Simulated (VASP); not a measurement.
# AgCl in VASP: a series of runs

The runs below take AgCl through single point, with PBE, r2SCAN.

Everything below comes from runs of VASP 6.6.1. Logs are shortened: lines on timing, memory, paths and dates and some standing lists are left out, and cuts for length are marked.

## Step 1: The cell of the first run

The typed cell holds 4 atoms: a = 3.921 Å, b = 3.798 Å, c = 5.544 Å, α = 90.00°, β = 89.99°, γ = 90.00°.

## Step 2: Single point, PBE (uniaxial y strain -3.1%)

INCAR reads:

```
SYSTEM = AgCl
PREC = Accurate
ENCUT = 520
EDIFF = 1E-6
ISMEAR = -1
SIGMA = 0.02
LREAL = .FALSE.
LASPH = .TRUE.
NELM = 100
ALGO = Normal
ISIF = 2
LWAVE = .FALSE.
LCHARG = .FALSE.
GGA = PE
NBANDS = 26
```

KPOINTS reads:

```
Automatic mesh
0
G
  6 6 6
  0 0 0
```

POSCAR reads:

```
AgCl
1.0
    3.9166762195      0.0000000000      0.1936458359
    0.0000000000      3.7981194587      0.0000000000
   -0.2730111633      0.0000000000      5.5375273353
Ag Cl
2 2
Direct
    0.2500548767      0.2500000000      0.2500031849
    0.7499451233      0.7500000000      0.7499968151
    0.7500376899      0.7500000000      0.2499964645
    0.2499623101      0.2500000000      0.7500035355
```

Potentials or basis: VASP PAW PBE potentials, release 64 (Ag, Cl).

Launch:

```console
$ cat potpaw_PBE.64/Ag/POTCAR potpaw_PBE.64/Cl/POTCAR > POTCAR
$ mpirun -np 1 vasp_std > vasp.out
```

OUTCAR:

```text
SYSTEM = AgCl
   PREC = Accurate
   ENCUT = 520
   EDIFF = 1E-6
   ISMEAR = -1
   LREAL = .FALSE.
   LASPH = .TRUE.
   NELM = 100
   ISIF = 2
   GGA = PE

 ion  position               nearest neighbor table
   1  0.250  0.250  0.250-   3 2.73   3 2.73   3 2.73   3 2.73   4 2.77   4 2.77
   2  0.750  0.750  0.750-   4 2.73   4 2.73   4 2.73   4 2.73   3 2.77   3 2.77
   3  0.750  0.750  0.250-   1 2.73   1 2.73   1 2.73   1 2.73   2 2.77   2 2.77
   4  0.250  0.250  0.750-   2 2.73   2 2.73   2 2.73   2 2.73   1 2.77   1 2.77

  LATTYP: Found a simple monoclinic cell.
 ALAT       =     3.9214603553
 B/A-ratio  =     0.9685472030
 C/A-ratio  =     1.4138236132
 COS(beta)  =    -0.0001390322

  Lattice vectors:

 A1 = (   3.9166762195,   0.0000000000,   0.1936458359)
 A2 = (   0.0000000000,  -3.7981194587,   0.0000000000)
 A3 = (   0.2730111633,   0.0000000000,  -5.5375273353)

Analysis of symmetry for initial positions (statically):
=====================================================================
 Subroutine PRICEL returns:
 Original cell was already a primitive cell.

 Routine SETGRP: Setting up the symmetry group for a
 simple monoclinic supercell.

 Subroutine GETGRP returns: Found  4 space group operations
 (whereof  2 operations were pure point group operations)
 out of a pool of  4 trial point group operations.

The static configuration has the point symmetry S_2 .
 The point group associated with its full space group is C_2h.

Analysis of symmetry for dynamics (positions and initial velocities):
=====================================================================
 Subroutine PRICEL returns:
 Original cell was already a primitive cell.

 Routine SETGRP: Setting up the symmetry group for a
 simple monoclinic supercell.

 Subroutine GETGRP returns: Found  4 space group operations
 (whereof  2 operations were pure point group operations)
 out of a pool of  4 trial point group operations.

The dynamic configuration has the point symmetry S_2 .
 The point group associated with its full space group is C_2h.

 Subroutine INISYM returns: Found  4 space group operations
 (whereof  2 operations are pure point group operations),
 and found     1 'primitive' translations

----------------------------------------------------------------------------------------

                                     Primitive cell

  volume of cell :      82.5771

  direct lattice vectors                    reciprocal lattice vectors
     3.916676219  0.000000000  0.193645836     0.254697686  0.000000000  0.012557105
     0.000000000  3.798119459  0.000000000     0.000000000  0.263288191  0.000000000
    -0.273011163  0.000000000  5.537527335    -0.008906709  0.000000000  0.180146897

  length of vectors
     3.921460355  3.798119459  5.544253249     0.255007043  0.263288191  0.180366943

  position of ions in fractional coordinates (direct lattice)
     0.250054877  0.250000000  0.250003185
     0.749945123  0.750000000  0.749996815
     0.750037690  0.750000000  0.249996465
     0.249962310  0.250000000  0.750003535

  ion indices of the primitive-cell ions
   primitive index   ion index
                 1           1
                 2           2
                 3           3
                 4           4

----------------------------------------------------------------------------------------

 KPOINTS: Automatic mesh

Automatic generation of k-mesh.
 Grid dimensions read from file:
 generate k-points for:    6    6    6

 Generating k-lattice:

  Cartesian coordinates                     Fractional coordinates (reciprocal lattice)
     0.042449614  0.000000000  0.002092851     0.166666667  0.000000000 -0.000000000
     0.000000000  0.043881365  0.000000000     0.000000000  0.166666667  0.000000000
    -0.001484452  0.000000000  0.030024483     0.000000000  0.000000000  0.166666667

  Length of vectors
     0.042501174  0.043881365  0.030061157

  Shift w.r.t. Gamma in fractional coordinates (k-lattice)
     0.000000000  0.000000000  0.000000000

 Subroutine IBZKPT returns following result:
 ===========================================

 Found     80 irreducible k-points:

 Following reciprocal coordinates:
            Coordinates               Weight
  0.000000  0.000000  0.000000      1.000000
  0.166667  0.000000  0.000000      2.000000
  0.333333  0.000000  0.000000      2.000000
  0.500000  0.000000  0.000000      1.000000
  0.000000  0.166667  0.000000      2.000000
  0.166667  0.166667  0.000000      4.000000
[... 16 lines left out ...]
  0.000000  0.166667  0.166667      4.000000
  0.166667  0.166667  0.166667      4.000000
 [... further k-points ...]
   k-points           NKPTS =     80   k-points in BZ     NKDIM =     80   number of bands    NBANDS=     26
   number of dos      NEDOS =    301   number of ions     NIONS =      4
   total plane-waves  NPLWV =  35280
   dimension x,y,z NGX =    30 NGY =   28 NGZ =   42
   dimension x,y,z NGXF=    60 NGYF=   56 NGZF=   84
   ions per type =               2   2
   NGX,Y,Z   is equivalent  to a cutoff of  12.72, 12.26, 12.59 a.u.
   NGXF,Y,Z  is equivalent  to a cutoff of  25.44, 24.51, 25.19 a.u.
 SYSTEM =  AgCl
   PREC   = accura    normal or accurate (medium, high low for compatibility)
   ISTART =      0    job   : 0-new  1-cont  2-samecut
   ICHARG =      2    charge: 1-file 2-atom 10-const
   ISPIN  =      1    spin polarized calculation?
   LNONCOLLINEAR =      F non collinear calculations
   LSORBIT =      F    spin-orbit coupling
   LASPH  =      T    aspherical Exc in radial PAW
   ENCUT  =  520.0 eV  38.22 Ry    6.18 a.u.   7.29  7.06 10.31*2*pi/ulx,y,z
   NELM   =    100;   NELMIN=  2; NELMDL= -5     # of ELM steps
   EDIFF  = 0.1E-05   stopping-criterion for ELM
   LREAL  =      F    real-space projection
[... 7 lines left out ...]
   TEBEG  =    0.0;   TEEND  =   0.0 temperature during run
   PSTRESS=    0.0 pullay stress
   NELECT =      36.0000    total number of electrons
   NUPDOWN=      -1.0000    fix difference up-down
   EMIN   =  10.00;   EMAX   =-10.00  energy-range for DOS
   EFERMI =   0.00;   METHOD = LEGACY
   ISMEAR =    -1;   SIGMA  =   0.02  broadening in eV -4-tet -1-fermi 0-gaus
   EFERMI_NEDOS =   21; number of points for ismear=-14 and -15
   IALGO  =     38    algorithm
   IMIX   =      4    mixing-type and parameters
     AMIX     =   0.40;   BMIX     =  1.00
     AMIX_MAG =   1.60;   BMIX_MAG =  1.00
  volume/ion in A,a.u.               =      20.64       139.31
  Fermi-wavevector in a.u.,A,eV,Ry     =   1.241335  2.345784 20.965404  1.540914
  Thomas-Fermi vector in A             =   2.375738
   LORBIT       =      0    0 simple, 1 ext, 2 COOP (PROOUT), +10 PAW based schemes
   GGA     = PE    functional components
   LHFCALC =     F    Hartree Fock is set to
   AEXX    =    0.0000 exact exchange contribution
   IVDW    =     0    specifies the selected vdW correction
   LEPSILON=     F    determine dielectric tensor
   LRPA    =     F    only Hartree local field effects (RPA)
 non-spin polarized calculation
  energy-cutoff  :      520.00
  volume of cell :       82.58
 maximum number of plane-waves:      2244
 NGX is ok and might be reduce to    30
   NGX = 15   NGY = 15   NGZ = 21

 number of electron      36.0000003 magnetization

 Free energy of the ion-electron system (eV)
  ---------------------------------------------------
  ext. energy  EPLUGINS =         0.00000000
  ---------------------------------------------------
  free energy    TOTEN  =       -10.74491043 eV

  energy without entropy =      -10.74491043  energy(sigma->0) =      -10.74491043

 E-fermi :   4.7326     XC(G=0): -10.1370

 val. band max:        4.3187610778   @ k =  -0.0000   0.5000   0.5000
 cond. band min:       5.1389678001   @ k =   0.0000   0.0000   0.0000
 fundamental gap:      0.8202067223
 Fermi energy:         4.7326140733

 k-point     1 :       0.0000    0.0000    0.0000
  band No.  band energies     occupation
      1     -11.1344      2.00000
      2     -10.6489      2.00000
      3      -0.3167      2.00000
      4       0.9125      2.00000
      5       1.1345      2.00000
      6       1.2912      2.00000
[... 18 lines left out ...]
     25      15.2917      0.00000
     26      15.8450      0.00000

 k-point     2 :       0.1667    0.0000    0.0000
  band No.  band energies     occupation
      1     -11.0595      2.00000
      2     -10.6323      2.00000
      3      -0.2526      2.00000
      4       0.1770      2.00000
      5       0.6020      2.00000
      6       0.6479      2.00000
[... 18 lines left out ...]
     25      15.1585      0.00000
     26      15.4019      0.00000

 k-point     3 :       0.3333    0.0000    0.0000
  band No.  band energies     occupation
      1     -10.8789      2.00000
      2     -10.6239      2.00000
      3      -0.6237      2.00000
      4      -0.3718      2.00000
      5      -0.0583      2.00000
      6       0.1204      2.00000
[... 18 lines left out ...]
     25      13.6100      0.00000
     26      13.6454      0.00000

 k-point     4 :       0.5000    0.0000    0.0000
  band No.  band energies     occupation
      1     -10.7026      2.00000
      2     -10.7025      2.00000
      3      -0.8536      2.00000
      4      -0.8536      2.00000
      5      -0.0105      2.00000
      6      -0.0104      2.00000
[... 18 lines left out ...]
     25      12.9249      0.00000
     26      12.9257      0.00000
[... 496 lines left out ...]
      1     -11.0252      2.00000
      2     -10.6540      2.00000
      3      -0.4186      2.00000
      4       0.2229      2.00000
      5       0.5064      2.00000
      6       0.5927      2.00000
[... 18 lines left out ...]
     25      14.6247      0.00000
     26      14.8439      0.00000

 k-point    23 :       0.0000    0.1667    0.1667
  band No.  band energies     occupation
      1     -11.0176      2.00000
      2     -10.6456      2.00000
      3      -0.4002      2.00000
      4       0.3210      2.00000
      5       0.4170      2.00000
      6       0.5864      2.00000
[... 18 lines left out ...]
     25      14.3427      0.00000
     26      14.5332      0.00000

 k-point    24 :       0.1667    0.1667    0.1667
  band No.  band energies     occupation
      1     -10.9566      2.00000
      2     -10.6305      2.00000
      3      -0.3979      2.00000
      4      -0.0530      2.00000
      5       0.0467      2.00000
      6       0.3407      2.00000
[... 18 lines left out ...]
     25      13.6216      0.00000
     26      14.1265      0.00000

 [... further k-points ...]
[... 5 lines left out ...]
  --------------------------------------------------------------------------------------
  -------------------------------------------------------------------------------------
  Total        1.6951032      1.8428710      1.4765130      0.0000000      0.0000000      0.0105040
  in kB       32.8887398     35.7557597     28.6476078      0.0000000      0.0000000      0.2038011
  external PRESSURE =      32.4307024 kB  Pullay stress =       0.0000000 kB

 VOLUME and BASIS-vectors are now :
 -----------------------------------------------------------------------------
  energy-cutoff  :      520.00
  volume of cell :       82.58
      direct lattice vectors                 reciprocal lattice vectors
     3.916676219  0.000000000  0.193645836     0.254697686  0.000000000  0.012557105
     0.000000000  3.798119459  0.000000000     0.000000000  0.263288191  0.000000000
    -0.273011163  0.000000000  5.537527335    -0.008906709  0.000000000  0.180146897

 POSITION                                       TOTAL-FORCE (eV/Angst)
 -----------------------------------------------------------------------------------
      0.91113      0.94953      1.43282        -0.000130      0.000000     -0.000002
      2.73253      2.84859      4.29835         0.000130      0.000000      0.000002
      2.86940      2.84859      1.52960         0.000041      0.000000      0.000043
      0.77426      0.94953      4.20157        -0.000041      0.000000     -0.000043
 -----------------------------------------------------------------------------------
    total drift:                                0.000000     -0.000000      0.000000

  FREE ENERGIE OF THE ION-ELECTRON SYSTEM (eV)
  ---------------------------------------------------
  free  energy   TOTEN  =       -10.7449104267 eV

  energy  without entropy=      -10.7449104267  energy(sigma->0) =      -10.74491043
```

Run time: 71 s. Hardware: 1 thread of Intel Xeon 6975P-C (Granite Rapids), shared host; peak memory 0.25 GiB.

What came out:

```yaml
Free_energy: -10.7449 eV
Pressure: 3.2 GPa
Band_gap_on_the_k_mesh: 0.82 eV
```

Stress tensor (GPa, compression positive):
```
3.29 0.00 0.02
0.00 3.58 0.00
0.02 0.00 2.86
```

Levels at points of the mesh, in eV from the valence-band top:
```
           k point  band 14  band 15  band 16  band 17  band 18  band 19  band 20  band 21  band 22  band 23
(0.00, 0.00, 0.00)    -2.48    -2.43    -2.13    -2.13    -2.03     0.82     2.25     7.97     8.55    10.58
(0.50, 0.00, 0.00)    -1.84    -1.80    -1.80    -0.13    -0.13     4.99     4.99     6.04     6.04     7.53
(0.00, 0.50, 0.00)    -1.84    -1.75    -1.75    -0.07    -0.07     5.01     5.01     5.84     5.84     7.57
(0.50, 0.50, 0.00)    -2.14    -2.13    -2.13    -2.02    -2.02     2.25     2.25     7.87     7.87     8.69
(0.00, 0.00, 0.50)    -2.00    -1.94    -1.94    -1.50    -1.50     3.31     3.31     7.23     7.23     8.72
(0.50, 0.00, 0.50)    -1.95    -0.13    -0.13    -0.06    -0.06     4.12     4.12     6.56     6.56     7.47
(0.00, 0.50, 0.50)    -1.90    -0.14    -0.14     0.00     0.00     4.02     4.02     6.70     6.70     7.41
(0.50, 0.50, 0.50)    -2.13    -2.11    -2.11    -1.36    -1.36     4.06     4.06     7.71     7.71     7.88
```

Caveat: the cell differs from its parent crystal (uniaxial y strain -3.1%); the cell stands under pressure. A k mesh can miss the band edges.

## Step 3: Single point, r2SCAN (uniaxial y strain -3.1%)

POSCAR is that of step 2.

INCAR.step1 reads:

```
SYSTEM = AgCl
PREC     = Accurate       ! precision mode
ENCUT    = 520            ! plane-wave cutoff, eV
ISMEAR   = 0              ! smearing method
SIGMA    = 0.01           ! smearing width, eV
LREAL    = .FALSE.        ! projectors in reciprocal space
LASPH    = .TRUE.         ! aspherical terms in the spheres
NELM     = 100            ! most SCF steps
NBANDS   = 26             ! bands
GGA      = PE             ! functional
ALGO     = Normal         ! electronic algorithm
EDIFF    = 1E-4           ! SCF threshold, eV
LWAVE    = .TRUE.         ! write WAVECAR
LCHARG   = .FALSE.        ! write CHGCAR
```

INCAR.step2 reads:

```
SYSTEM = AgCl
PREC     = Accurate       ! precision mode
ENCUT    = 520            ! plane-wave cutoff, eV
EDIFF    = 1E-6           ! SCF threshold, eV
ISMEAR   = 0              ! smearing method
SIGMA    = 0.01           ! smearing width, eV
LREAL    = .FALSE.        ! projectors in reciprocal space
LASPH    = .TRUE.         ! aspherical terms in the spheres
NELM     = 100            ! most SCF steps
ALGO     = Normal         ! electronic algorithm
ISIF     = 2              ! what is computed and relaxed
LWAVE    = .FALSE.        ! write WAVECAR
LCHARG   = .FALSE.        ! write CHGCAR
METAGGA  = R2SCAN         ! meta-GGA
LMIXTAU  = .TRUE.       
NBANDS   = 26             ! bands
ISTART   = 1
```

KPOINTS is that of step 2.

Potentials or basis: VASP PAW PBE potentials, release 64 (Ag, Cl).

Launch:

```console
$ cat potpaw_PBE.64/Ag/POTCAR potpaw_PBE.64/Cl/POTCAR > POTCAR
$ cp INCAR.step1 INCAR
$ mpirun -np 1 vasp_std > vasp.out
$ cp INCAR.step2 INCAR
$ mpirun -np 1 vasp_std > vasp.out
```

It took 4.7 min on 1 thread of Intel Xeon 6975P-C (Granite Rapids), shared host; peak memory 0.26 GiB.

It converged, with:

* Free energy: -57.2691 eV
* Pressure: 1.7 GPa
* Band gap on the k mesh: 1.34 eV

Stress tensor (GPa, compression positive):
```
1.74 0.00 0.02
0.00 2.04 0.00
0.02 0.00 1.25
```

Levels at points of the mesh, in eV from the valence-band top:
```
           k point  band 16  band 17  band 18  band 19  band 20  band 21
(0.00, 0.00, 0.00)    -2.14    -2.14    -2.01     1.34     2.79     8.30
(0.50, 0.00, 0.00)    -1.81    -0.14    -0.14     5.51     5.51     6.61
(0.00, 0.50, 0.00)    -1.72    -0.07    -0.07     5.54     5.54     6.40
(0.50, 0.50, 0.00)    -2.13    -2.00    -2.00     2.79     2.79     8.19
(0.00, 0.00, 0.50)    -1.97    -1.44    -1.44     3.79     3.79     7.84
(0.50, 0.00, 0.50)    -0.14    -0.07    -0.07     4.59     4.59     7.18
(0.00, 0.50, 0.50)    -0.15     0.00     0.00     4.47     4.47     7.34
(0.50, 0.50, 0.50)    -2.10    -1.33    -1.33     4.58     4.58     8.17
```

Caveat: the cell differs from its parent crystal (uniaxial y strain -3.1%); the PAW data sets were made with another functional, which shifts forces and pressure a little.
